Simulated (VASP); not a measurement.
A run of VASP 6.6.1:

The input INCAR:

```
PREC = Accurate ; ENCUT = 600
EDIFF = 1E-6 ; ISMEAR = 0
SIGMA = 0.15 ; LREAL = F
LASPH = T ; NELM = 200
ALGO = Normal ; ISIF = 2
LWAVE = F ; LCHARG = T
ISPIN = 2 ; MAGMOM = 1 1 0 0 0 0 0 0
LORBIT = 11 ; LMAXMIX = 4
GGA = PE ; LELF = T
LVHAR = T ; NBANDS = 47
GGA_COMPAT = F
```

File KPOINTS:

```
Automatic mesh
0
Gamma
  3 3 2
```

Contents of POSCAR:

```
TiCl2F
1.0
    5.8924080886      0.0000000000      0.0000000000
   -2.9462040443      5.1029750942      0.0000000000
    0.0000000000      0.0000000000      8.8256473442
Ti Cl F
2 4 2
Direct
    0.3333333333      0.6666666667      0.0000000000
    0.6666666667      0.3333333333      0.0000000000
    0.3333333333      0.6666666667      0.7541209209
    0.3333333333      0.6666666667      0.2458790791
    0.6666666667      0.3333333333      0.2458790791
    0.6666666667      0.3333333333      0.7541209209
    0.3333333333      0.6666666667      0.5000000000
    0.6666666667      0.3333333333      0.5000000000
```

Potentials or basis: VASP PAW PBE potentials, release 64 (Ti_sv, Cl, F).

Run with:

```bash
$ cat potpaw_PBE.64/Ti_sv/POTCAR potpaw_PBE.64/Cl/POTCAR potpaw_PBE.64/F/POTCAR > POTCAR
$ mpirun -np 1 vasp_std > vasp.out
```

Hardware: 1 thread of Oxide Virtual Turin-like Processor, with other jobs on the host.

Q: How long does it take, and how much memory?

A: Run time: 6.5 min on 1 thread of Oxide Virtual Turin-like Processor, with other jobs on the host, peak memory 0.57 GiB. Counts: scf iterations 35, k points 6.
